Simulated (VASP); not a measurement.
Wanted: the native input for a VASP 6.6.1 run.

```yaml
Task: single point
Functional: PBE
Potentials_or_basis: VASP PAW PBE potentials, release 64 (Cs_sv, Cl)
Cutoff: 520 eV
k_mesh: 6 × 6 × 6
Occupations: gaussian, width 0.1 eV
Spin: no spin polarisation
Dipole_correction: no
Further_INCAR_settings: ALGO = Normal; EDIFF = 1e-06; NBANDS = 28
```

The structure of Cs2Cl3 lies in POSCAR:

```
Cs2Cl3
1.0
    5.9712880655      0.0000000000      0.0000000000
   -2.9856440328      5.1712871581      0.0000000000
    0.0000000000      0.0000000000      7.1594261147
Cs Cl
2 3
Direct
    0.3333333333      0.6666666667      0.2216269904
    0.6666666667      0.3333333333      0.7783730096
    0.0000000000      0.0000000000      0.0000000000
    0.3333333333      0.6666666667      0.7203548874
    0.6666666667      0.3333333333      0.2796451126
```

The input as run:

INCAR

```
SYSTEM = Cs2Cl3
ALGO     = Normal         ! electronic algorithm
EDIFF    = 1E-6           ! SCF threshold, eV
ENCUT    = 520            ! plane-wave cutoff, eV
GGA      = PE             ! functional
ISIF     = 2              ! what is computed and relaxed
ISMEAR   = 0              ! smearing method
LASPH    = .True.         ! aspherical terms in the spheres
LCHARG   = .True.         ! write CHGCAR
LELF     = .True.         ! ELF
LREAL    = .False.        ! projectors in reciprocal space
LVHAR    = .True.       
LWAVE    = .False.        ! write WAVECAR
NBANDS   = 28             ! bands
NELM     = 100            ! most SCF steps
PREC     = Accurate       ! precision mode
SIGMA    = 0.1            ! smearing width, eV
```

KPOINTS

```
k-points
0
Gamma
  6 6 6
  0 0 0
```

Potentials or basis: VASP PAW PBE potentials, release 64 (Cs_sv, Cl).

Command:

```console
$ cat potpaw_PBE.64/Cs_sv/POTCAR potpaw_PBE.64/Cl/POTCAR > POTCAR
$ mpirun -np 1 vasp_std > vasp.out
```

It gave:

```yaml
Pressure: 0.0 GPa
Largest_force: 0.010 eV/Å
Band_gap_on_the_k_mesh: zero (an odd number of electrons rules out a gap without spin polarisation)
```

Caveat: spin-orbit coupling is left out, which moves the levels of the heavy elements; an odd number of electrons without spin polarisation forces a metal; a magnetic or distorted state may lie lower.

Run time: 4.3 min on 1 thread of Intel(R) Xeon(R) Platinum 8375C CPU @ 2.90GHz (Ice Lake), with other jobs on the host, peak memory 0.43 GiB.
